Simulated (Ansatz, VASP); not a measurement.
## LiZn2P2: VASP beside Ansatz

```
CELL_PARAMETERS angstrom
3.80199 0.00000 0.00000
-1.90099 3.29262 0.00000
0.00000 0.00000 6.40363
ATOMIC_POSITIONS crystal
P 0.33330 0.66670 0.25830
P 0.66670 0.33330 0.74170
Li 0.00000 0.00000 0.00000
Zn 0.33330 0.66670 0.63030
Zn 0.66670 0.33330 0.36970
```

Alike in both runs: task single point; functional PBE; k mesh 10 × 10 × 5; occupations fermi-dirac, width 0.0209 eV; no spin polarisation.

```csv
,VASP,Ansatz
version,VASP 6.6.1,Ansatz 0.2.0
potentials or method,"VASP PAW PBE potentials, release 64 (P, Li_sv, Zn), cutoff 520 eV",PAW plane waves
valence electrons in the cell,37,37
```

|  | VASP | Ansatz | Ansatz less VASP |
| --- | --- | --- | --- |
| rms of the force components (eV/Å) | 0.474 | 0.464 | -0.0101 |

Atom by atom the forces differ by 0.011 eV/Å (rms over components). With one functional, cell and mesh, what is left measures potentials, basis and numerics. Ansatz's warnings: structure snapped to symmetry.

Noted on VASP's run: the cutoff is short for stress, so the pressure is rough.
